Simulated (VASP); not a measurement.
# Cu: single point with PBE

Cu:

```
Cu
1.0
     2.49985    0.00000    0.00000
    -1.24992    2.16493    0.00000
     0.00000    0.00000    4.05699
Cu
2
Direct
  0.66667 0.33333 0.75000
  0.33333 0.66667 0.25000
```

This isn't the form of Cu at room conditions, which is fcc.

* Program: VASP 6.6.1
* Task: single point
* Functional: PBE
* Potentials or basis: VASP PAW PBE potentials, release 64 (Cu)
* Cutoff: 520 eV
* k mesh: 12 × 12 × 7
* Occupations: fermi-dirac, width 0.05 eV
* Spin: no spin polarisation

```json
{
  "Pressure": "15.8 GPa",
  "Band gap on the k mesh": "zero (bands 11 and 12 overlap by 6.13 eV)"
}
```

Stress tensor (GPa, compression positive):
```
15.55  0.00  0.00
 0.00 15.55  0.00
 0.00  0.00 16.18
```

Levels at points of the mesh, in eV from the Fermi level:
| k point | band 9 | band 10 | band 11 | band 12 | band 13 | band 14 |
| --- | --- | --- | --- | --- | --- | --- |
| (0.00, 0.00, 0.00) | -2.63 | -1.78 | -1.78 | -1.12 | 4.27 | 21.89 |
| (0.50, 0.00, 0.00) | -1.62 | -1.57 | 0.02 | 1.72 | 8.17 | 8.66 |

Run time: 30 s on 1 thread of Intel(R) Xeon(R) Platinum 8259CL CPU @ 2.50GHz (Skylake/Cascade Lake) (shared host), peak memory 0.15 GiB.

Caveat: the cell stands under pressure.
